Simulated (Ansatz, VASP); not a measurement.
**Si3N4 in VASP and in Ansatz**

```
CELL_PARAMETERS angstrom
7.59500 0.00000 0.00000
-3.79750 6.57746 0.00000
0.00000 0.00000 2.93132
ATOMIC_POSITIONS crystal
Si 0.76817 0.17390 0.32563
Si 0.59427 0.76817 0.82563
Si 0.82610 0.59427 0.32563
Si 0.23183 0.82610 0.82563
Si 0.40573 0.23183 0.32563
Si 0.17390 0.40573 0.82563
N 0.03063 0.32980 0.32563
N 0.70083 0.03063 0.82563
N 0.67020 0.70083 0.32563
N 0.96937 0.67020 0.82563
N 0.29917 0.96937 0.32563
N 0.32980 0.29917 0.82563
N 0.33333 0.66667 0.82562
N 0.66667 0.33333 0.32562
```

Change from the starting cell: z stretched by +1 %, ions relaxed.

Alike in both runs: functional PBE; k mesh 4 × 4 × 10; occupations fermi-dirac, width 0.02 eV; no spin polarisation.

Ansatz relaxed the structure, and its values are those at the end. VASP's run is a single point on that final structure, the one shown.

|  | VASP | Ansatz |
| --- | --- | --- |
| version | VASP 6.6.1 | Ansatz 0.2.0 |
| potentials or method | VASP PAW PBE potentials, release 64 (Si, N) | plane-wave PAW, scalar-relativistic |
| plane-wave cutoff (eV) | 520 | 420 |
| valence electrons in the cell | 64 | 64 |

VASP gave:

- gap on the k mesh at the Fermi level (eV): 4.14
- pressure (GPa): 3.6
- rms of the force components (eV/Å): 0.006

**Question.** Which values does Ansatz return?

**Answer.** gap on the k mesh at the Fermi level (eV): 4.15; pressure (GPa): 3.9; rms of the force components (eV/Å): 0.007.

With one functional, cell and mesh, what is left measures potentials, basis and numerics. Ansatz's warnings: stress scf threshold loose.
